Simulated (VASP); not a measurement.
Write the native input for VASP 6.6.1 that does the following.

```
Task                   : relaxation of cell and atoms
Functional             : LDA
Potentials or basis    : VASP PAW LDA potentials, release 64 (Li_sv, F)
Cutoff                 : 600 eV
k mesh                 : 10 × 10 × 10
Occupations            : gaussian, width 0.01 eV
Spin                   : no spin polarisation
Dipole correction      : no
Further INCAR settings : ALGO = Normal; EDIFF = 1e-06; IBRION = 2; EDIFFG = -0.001; NSW = 80; ISIF = 3
```

The structure of LiF lies in POSCAR:

```
LiF
1.0
    0.0000000000      1.9544544216      1.9544544216
    1.9544544216      0.0000000000      1.9544544216
    1.9544544216      1.9544544216      0.0000000000
Li F
1 1
Direct
    0.0000000000      0.0000000000      0.0000000000
    0.5000000000      0.5000000000      0.5000000000
```

One way to write it, as run:

INCAR

```
SYSTEM = LiF
  ALGO = Normal
  EDIFF = 1E-6
  EDIFFG = -0.001
  ENCUT = 600
  IBRION = 2
  ISIF = 3
  ISMEAR = 0
  LASPH = .True.
  LCHARG = .False.
  LREAL = .False.
  LWAVE = .False.
  NELM = 80
  NSW = 80
  PREC = Accurate
  SIGMA = 0.01
```

KPOINTS

```
k-points
0
Gamma
  10 10 10
  0 0 0
```

Potentials or basis: VASP PAW LDA potentials, release 64 (Li_sv, F).

Run with:

```sh
$ cat potpaw_LDA.64/Li_sv/POTCAR potpaw_LDA.64/F/POTCAR > POTCAR
$ mpirun -np 1 vasp_std > vasp.out
```

Results of the run:

| Property | Result |
| --- | --- |
| Relaxed volume | 7.41 Å³/atom |
| Relaxed cell | a = 2.757 Å, b = 2.757 Å, c = 2.757 Å, α = 60.00°, β = 60.00°, γ = 60.00° |
| Space group after relaxing (to 0.05 Å) | Fm-3m (No. 225) |
| Energy gained by relaxing | 0.1 meV/atom |
| Ionic steps | 3 |
| Pressure after relaxing | 0.0 GPa |
| Band gap on the k mesh | 9.76 eV, direct |

Caveat: the cutoff is under 1.25 times the usual one of these potentials, so pressure, stress and relaxed cells hold a basis-set (Pulay) error.

It took 8.6 s on 1 thread of Intel(R) Xeon(R) Platinum 8259CL CPU @ 2.50GHz (Skylake/Cascade Lake) (shared host), peak memory 0.12 GiB.
